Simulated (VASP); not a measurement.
# CoO (R-3m) in VASP: further runs

CoO is run at these levels: PBE+U; tasks: single point.

All numbers are computed with VASP 6.6.1; they aren't measurements. Logs are shortened: lines on timing, memory, paths and dates and some standing lists are left out, and cuts for length are marked.

## (1) The cell of the first run

The structure is trigonal, space group R-3m (No. 166). The conventional cell has a = 3.011 Å, b = 3.011 Å, c = 7.320 Å, α = 90.00°, β = 90.00°, γ = 120.00°. Within 2.8 Å of Co (site symmetry -3m) lie 6 O at 2.12 Å. Within 2.8 Å of O (site symmetry -3m) lie 6 Co at 2.12 Å.

## (2) Single point, PBE+U, collinear spin, ferromagnetic start

INCAR reads:

```
  PREC = Accurate
  ENCUT = 600
  EDIFF = 1E-6
  ISMEAR = 1
  SIGMA = 0.239
  LREAL = False
  LASPH = True
  NELM = 200
  ALGO = Normal
  ISIF = 2
  LWAVE = False
  LCHARG = False
  ISPIN = 2
  MAGMOM = 2.5 0
  LORBIT = 11
  LMAXMIX = 4
  LDAU = True
  LDAUTYPE = 2
  LDAUL = 2 -1
  LDAUU = 4 0
  LDAUJ = 0 0
  LDAUPRINT = 1
  GGA = PE
  NBANDS = 18
  GGA_COMPAT = False
```

KPOINTS reads:

```
regular mesh
0
Gamma
  10 10 10
```

POSCAR reads:

```
CoO
1.0
    1.5054695000      0.8691832211      2.4399270000
   -1.5054695000      0.8691832211      2.4399270000
    0.0000000000     -1.7383664422      2.4399270000
Co O
1 1
Direct
    0.0000000000      0.0000000000      0.0000000000
    0.5000000000      0.5000000000      0.5000000000
```

Potentials or basis: VASP PAW PBE potentials, release 64 (Co, O).

The run is started by

```
$ cat potpaw_PBE.64/Co/POTCAR potpaw_PBE.64/O/POTCAR > POTCAR
$ mpirun -np 1 vasp_std > vasp.out
```

OUTCAR:

```text
PREC = Accurate
   ENCUT = 600
   EDIFF = 1E-6
   ISMEAR = 1
   LREAL = False
   LASPH = True
   NELM = 200
   ISIF = 2
   ISPIN = 2
   LORBIT = 11
   GGA = PE

 ion  position               nearest neighbor table
   1  0.000  0.000  0.000-   2 2.12   2 2.12   2 2.12   2 2.12   2 2.12   2 2.12
   2  0.500  0.500  0.500-   1 2.12   1 2.12   1 2.12   1 2.12   1 2.12   1 2.12

  LATTYP: Found a trigonal (rhomboedric) cell.
 ALAT       =     2.9958574153
 COS(alpha) =     0.4949531823

  Lattice vectors:

 A1 = (   1.5054695000,   0.8691832211,   2.4399270000)
 A2 = (  -1.5054695000,   0.8691832211,   2.4399270000)
 A3 = (   0.0000000000,  -1.7383664422,   2.4399270000)

Analysis of symmetry for initial positions (statically):
=====================================================================
 Subroutine PRICEL returns:
 Original cell was already a primitive cell.

 Routine SETGRP: Setting up the symmetry group for a
 trigonal (rhombohedral) supercell.

 Subroutine GETGRP returns: Found 12 space group operations
 (whereof 12 operations were pure point group operations)
 out of a pool of 12 trial point group operations.

The static configuration has the point symmetry D_3d.

Analysis of symmetry for dynamics (positions and initial velocities):
=====================================================================
 Subroutine PRICEL returns:
 Original cell was already a primitive cell.

 Routine SETGRP: Setting up the symmetry group for a
 trigonal (rhombohedral) supercell.

 Subroutine GETGRP returns: Found 12 space group operations
 (whereof 12 operations were pure point group operations)
 out of a pool of 12 trial point group operations.

The dynamic configuration has the point symmetry D_3d.

Analysis of structural, dynamic, and magnetic symmetry:
=====================================================================
 Subroutine PRICEL returns:
 Original cell was already a primitive cell.

 Routine SETGRP: Setting up the symmetry group for a
[... 167 lines left out ...]

 occupancies and eigenvectors

  o =  0.1212  v =  0.0000  0.0000  0.0000  0.0000  0.0000  0.3327  0.0000  0.0000 -0.9430  0.0000      0.0000  0.0000  0.0000  0.0000  0.0000  0.0000  0.0000  0.0000  0.0000  0.0000
  o =  0.1212  v =  0.0000  0.0000  0.0000  0.0000  0.0000  0.0000  0.9430  0.0000 -0.0000 -0.3327      0.0000  0.0000  0.0000  0.0000  0.0000  0.0000  0.0000  0.0000  0.0000  0.0000
  o =  0.5131  v =  0.0000  0.0000  0.0000  0.0000  0.0000 -0.9430  0.0000  0.0000 -0.3327  0.0000      0.0000  0.0000  0.0000  0.0000  0.0000  0.0000  0.0000  0.0000  0.0000  0.0000
  o =  0.5131  v =  0.0000  0.0000  0.0000  0.0000  0.0000  0.0000 -0.3327  0.0000 -0.0000 -0.9430      0.0000  0.0000  0.0000  0.0000  0.0000  0.0000  0.0000  0.0000  0.0000  0.0000
  o =  0.9627  v =  0.0000  0.0000  0.0000  0.0000  0.0000  0.0000  0.0000  1.0000  0.0000  0.0000      0.0000  0.0000  0.0000  0.0000  0.0000  0.0000  0.0000  0.0000  0.0000  0.0000
  o =  0.9691  v =  0.0000 -0.0000  1.0000  0.0000 -0.0000  0.0000  0.0000  0.0000  0.0000  0.0000      0.0000  0.0000  0.0000  0.0000  0.0000  0.0000  0.0000  0.0000  0.0000  0.0000
  o =  0.9712  v = -0.8154 -0.0000  0.0000 -0.5789  0.0000  0.0000  0.0000  0.0000  0.0000  0.0000      0.0000  0.0000  0.0000  0.0000  0.0000  0.0000  0.0000  0.0000  0.0000  0.0000
  o =  0.9712  v =  0.0000  0.5789  0.0000 -0.0000  0.8154  0.0000  0.0000  0.0000  0.0000  0.0000      0.0000  0.0000  0.0000  0.0000  0.0000  0.0000  0.0000  0.0000  0.0000  0.0000
  o =  1.0161  v =  0.5789 -0.0000  0.0000 -0.8154  0.0000  0.0000  0.0000  0.0000  0.0000  0.0000      0.0000  0.0000  0.0000  0.0000  0.0000  0.0000  0.0000  0.0000  0.0000  0.0000
  o =  1.0161  v =  0.0000  0.8154 -0.0000 -0.0000 -0.5789  0.0000  0.0000  0.0000  0.0000  0.0000      0.0000  0.0000  0.0000  0.0000  0.0000  0.0000  0.0000  0.0000  0.0000  0.0000

 number of electron      15.0000005 magnetization       3.0000404

 Free energy of the ion-electron system (eV)
  ---------------------------------------------------
  ext. energy  EPLUGINS =         0.00000000
  ---------------------------------------------------
  free energy    TOTEN  =       -11.20882664 eV

  energy without entropy =      -11.21319470  energy(sigma->0) =      -11.21028266

 E-fermi :   7.8367     XC(G=0): -12.4259

 val. band max:        7.8364338207   @ k =  -0.3000   0.2000   0.1000
 cond. band min:       7.8396949530   @ k =   0.5000   0.5000   0.3000
 fundamental gap:      0.0032611324
 Fermi energy:         7.8366645258

 spin component 1

 k-point     1 :       0.0000    0.0000    0.0000
  band No.  band energies     occupation
      1     -12.0372      1.00000
      2       2.5309      1.00000
      3       2.5309      1.00000
      4       2.7789      1.00000
      5       2.7789      1.00000
      6       3.4786      1.00000
[... 1001 lines left out ...]
     17      38.3501      0.00000
     18      39.5985      0.00000

 [... further k-points ...]
[... 5 lines left out ...]
  --------------------------------------------------------------------------------------
  -------------------------------------------------------------------------------------
  Total        0.2075657      0.2075657      0.0596271      0.0000000      0.0000000     -0.0000000
  in kB       17.3602049     17.3602049      4.9870415      0.0000000      0.0000000     -0.0000000
  external PRESSURE =      13.2358171 kB  Pullay stress =       0.0000000 kB

 VOLUME and BASIS-vectors are now :
 -----------------------------------------------------------------------------
  energy-cutoff  :      600.00
  volume of cell :       19.16
      direct lattice vectors                 reciprocal lattice vectors
     1.505469500  0.869183221  2.439927000     0.332122305  0.191750902  0.136616109
    -1.505469500  0.869183221  2.439927000    -0.332122305  0.191750902  0.136616109
     0.000000000 -1.738366442  2.439927000     0.000000000 -0.383501804  0.136616109

 POSITION                                       TOTAL-FORCE (eV/Angst)
 -----------------------------------------------------------------------------------
      0.00000      0.00000      0.00000         0.000000     -0.000000      0.000000
      0.00000      0.00000      3.65989         0.000000      0.000000     -0.000000
 -----------------------------------------------------------------------------------
    total drift:                               -0.000000      0.000000     -0.000000

  FREE ENERGIE OF THE ION-ELECTRON SYSTEM (eV)
  ---------------------------------------------------
  free  energy   TOTEN  =       -11.2088266392 eV

  energy  without entropy=      -11.2131947046  energy(sigma->0) =      -11.21028266

 total charge

# of ion       s       p       d       tot
------------------------------------------
    1        0.301   0.370   7.150   7.821
    2        1.549   3.458   0.000   5.007
--------------------------------------------------
tot          1.850   3.828   7.150  12.828

 magnetization (x)

# of ion       s       p       d       tot
------------------------------------------
    1        0.021   0.017   2.710   2.748
    2        0.022   0.218   0.000   0.240
--------------------------------------------------
tot          0.042   0.235   2.710   2.988
```

Wall time 60 s (1 thread of Intel Xeon Platinum 8375C at 2.90GHz (Ice Lake), shared host); peak memory 0.2 GiB.

Results:

```
Free energy                                           : -11.2088 eV
Pressure                                              : 1.3 GPa
Band gap on the k mesh                                : zero (filled and empty bands overlap)
Net moment                                            : 3.00 μB per cell
Site moments                                          : Co +2.75; O +0.24 μB
Valence electrons inside the program's atomic spheres : Co 7.82; O 5.01
```

Eigenvalues of the final occupation matrices:
```
    site  spin  trace               eigenvalues
site 1 d     1   4.94  0.97 0.97 0.97 1.02 1.02
site 1 d     2   2.23  0.12 0.12 0.51 0.51 0.96
```

Caveat: a cell with one magnetic atom can't hold antiferromagnetic order, which such compounds often take. The state reached can hang on the start; a lower one may exist.

## (3) Single point, PBE+U, collinear spin, ferromagnetic start

INCAR reads:

```
SYSTEM = CoO
PREC = Accurate
ENCUT = 600
EDIFF = 1E-6
ISMEAR = 1
SIGMA = 0.2
LREAL = .False.
LASPH = .True.
NELM = 200
ALGO = Normal
ISIF = 2
LWAVE = .False.
LCHARG = .False.
ISPIN = 2
MAGMOM = 2.5 0
LORBIT = 11
LMAXMIX = 4
LDAU = .True.
LDAUTYPE = 2
LDAUL = 2 -1
LDAUU = 4 0
LDAUJ = 0 0
LDAUPRINT = 1
GGA = PE
NBANDS = 18
GGA_COMPAT = .False.
```

KPOINTS reads:

```
Automatic mesh
0
Gamma
  10 10 10
  0 0 0
```

POSCAR is that of step 2.

Potentials or basis: VASP PAW PBE potentials, release 64 (Co, O).

The run is started by

```
$ cat potpaw_PBE.64/Co/POTCAR potpaw_PBE.64/O/POTCAR > POTCAR
$ mpirun -np 1 vasp_std > vasp.out
```

Run time: 59 s. Hardware: 1 thread of Intel Xeon Platinum 8375C at 2.90GHz (Ice Lake), shared host; peak memory 0.21 GiB.

It converged, with:

| Property | Result |
| --- | --- |
| Free energy | -11.2095 eV |
| Pressure | 1.3 GPa |
| Band gap on the k mesh | zero (filled and empty bands overlap) |
| Net moment | 3.00 μB per cell |
| Site moments | Co +2.75; O +0.24 μB |
| Valence electrons inside the program's atomic spheres | Co 7.82; O 5.01 |

Stress tensor (GPa, compression positive):
```
1.75 0.00 0.00
0.00 1.75 0.00
0.00 0.00 0.48
```

Levels at points of the mesh, in eV from the Fermi level:
Spin up:
```tsv
k point	band 6	band 7	band 8	band 9	band 10	band 11	band 12	band 13
(0.00, 0.00, 0.00)	-4.36	-2.74	-2.74	-2.67	1.31	17.11	17.11	17.13
(0.50, 0.00, 0.00)	-3.90	-3.27	-0.60	-0.55	5.34	9.63	13.64	13.81
(0.50, 0.50, 0.00)	-4.16	-4.01	-3.94	-3.61	6.07	10.22	10.93	16.01
(0.50, 0.50, 0.50)	-4.45	-2.79	-0.57	-0.57	5.32	9.75	13.53	13.53
```
Spin down:
| k point | band 3 | band 4 | band 5 | band 6 | band 7 | band 8 | band 9 | band 10 |
| --- | --- | --- | --- | --- | --- | --- | --- | --- |
| (0.00, 0.00, 0.00) | -2.28 | -2.28 | -2.22 | -0.93 | -0.93 | 1.75 | 1.75 | 1.85 |
| (0.50, 0.00, 0.00) | -4.26 | -3.90 | -1.71 | -0.02 | 0.51 | 4.04 | 4.14 | 5.62 |
| (0.50, 0.50, 0.00) | -3.56 | -3.51 | -3.07 | -0.66 | 0.24 | 2.34 | 2.61 | 7.05 |
| (0.50, 0.50, 0.50) | -4.20 | -4.20 | -1.37 | 0.41 | 0.41 | 4.02 | 4.02 | 5.60 |

Eigenvalues of the final occupation matrices:
| site | spin | trace | eigenvalues |
| --- | --- | --- | --- |
| site 1 d | 1 | 4.94 | 0.97 0.97 0.97 1.02 1.02 |
| site 1 d | 2 | 2.23 | 0.12 0.12 0.51 0.51 0.96 |

Caveat: a cell with one magnetic atom can't hold antiferromagnetic order, which such compounds often take.

## (4) Single point, PBE+U, collinear spin, ferromagnetic start

INCAR: that of step 3 with these lines changed.

```diff
@@ -5,3 +5,3 @@
 ISMEAR = 1
-SIGMA = 0.2
+SIGMA = 0.1
 LREAL = .False.
```

KPOINTS reads:

```
regular mesh
0
Gamma
  10 10 10
  0 0 0
```

POSCAR is that of step 3.

The run is started by

```
$ cat potpaw_PBE.64/Co/POTCAR potpaw_PBE.64/O/POTCAR > POTCAR
$ mpirun -np 1 vasp_std > vasp.out
```

It took 63 s on 1 thread of Intel Xeon Platinum 8375C at 2.90GHz (Ice Lake), shared host; peak memory 0.2 GiB.

The run converged. Its results:

| Item | Value |
| --- | --- |
| Free energy | -11.2101 eV |
| Pressure | 1.4 GPa |
| Band gap on the k mesh | zero (filled and empty bands overlap) |
| Net moment | 3.00 μB per cell |
| Site moments | Co +2.75; O +0.24 μB |
| Valence electrons inside the program's atomic spheres | Co 7.82; O 5.01 |

Stress tensor (GPa, compression positive):
```
1.90 0.00 0.00
0.00 1.90 0.00
0.00 0.00 0.47
```

Levels at points of the mesh, in eV from the Fermi level:
Spin up:
```
           k point  band 7  band 8  band 9  band 10  band 11  band 12
(0.00, 0.00, 0.00)   -2.74   -2.74   -2.66     1.32    17.12    17.12
(0.50, 0.00, 0.00)   -3.26   -0.59   -0.53     5.35     9.64    13.65
(0.50, 0.50, 0.00)   -4.00   -3.93   -3.60     6.08    10.23    10.94
(0.50, 0.50, 0.50)   -2.78   -0.56   -0.56     5.32     9.76    13.54
```
Spin down:
```csv
k point,band 4,band 5,band 6,band 7,band 8,band 9
"(0.00, 0.00, 0.00)",-2.27,-2.22,-0.92,-0.92,1.76,1.76
"(0.50, 0.00, 0.00)",-3.89,-1.70,-0.01,0.52,4.05,4.15
"(0.50, 0.50, 0.00)",-3.50,-3.06,-0.65,0.25,2.35,2.62
"(0.50, 0.50, 0.50)",-4.19,-1.36,0.43,0.43,4.03,4.03
```

Eigenvalues of the final occupation matrices:
| site | spin | trace | eigenvalues |
| --- | --- | --- | --- |
| site 1 d | 1 | 4.94 | 0.97 0.97 0.97 1.02 1.02 |
| site 1 d | 2 | 2.23 | 0.12 0.12 0.51 0.51 0.96 |

Caveat: a cell with one magnetic atom can't hold antiferromagnetic order, which such compounds often take. The state reached can hang on the start; a lower one may exist.

## (5) Summary

```csv
smearing,gap on the mesh (eV),pressure (GPa),moment (μB)
methfessel-paxton 0.239 eV,none,1.3,3.00
methfessel-paxton 0.2 eV,none,1.3,3.00
methfessel-paxton 0.1 eV,none,1.4,3.00
```

Alike in all rows: task single point; level PBE+U; potentials or basis VASP PAW PBE potentials, release 64 (Co, O); spin collinear, ferromagnetic start; Co d U = 4.0 eV; cell as given; k mesh 10 × 10 × 10; cutoff (eV) 600.

Caveats: a cell with one magnetic atom can't hold antiferromagnetic order, which such compounds often take.

Total energies depend on the potentials used, so only differences within one code and one set of settings carry meaning.
